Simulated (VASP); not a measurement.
**CuI (Marshite): vibrations by perturbation theory with PBE**

The system is CuI (Marshite).

```
CELL_PARAMETERS angstrom
0.00000 3.03150 3.03150
3.03150 0.00000 3.03150
3.03150 3.03150 0.00000
ATOMIC_POSITIONS crystal
Cu 0.25000 0.25000 0.25000
I 0.00000 0.00000 0.00000
```

```json
{
 "Program": "VASP 6.6.1",
 "Task": "vibrations by perturbation theory",
 "Functional": "PBE",
 "Potentials or basis": "VASP PAW PBE potentials, release 64 (Cu, I)",
 "Cutoff": "520 eV",
 "k mesh": "6 × 6 × 6",
 "Occupations": "methfessel-paxton, width 0.01 eV",
 "Spin": "no spin polarisation",
 "Dipole correction": "no",
 "Further INCAR settings": "ALGO = Normal; EDIFF = 1e-08; NBANDS = 16; IBRION = 8; NSW = 1"
}
```

```json
{"Highest phonon frequency at Γ, LO-TO splitting left out": "126 cm⁻¹"}
```

Phonon frequencies in cm⁻¹ (negative: imaginary):
| q point | frequencies |
| --- | --- |
| (0.000, 0.000, 0.000) | 0 0 0 126 126 126 |

Run time: 94 s on 1 thread of Intel(R) Xeon(R) Platinum 8375C CPU @ 2.90GHz (Ice Lake), with other jobs on the host, peak memory 0.28 GiB.
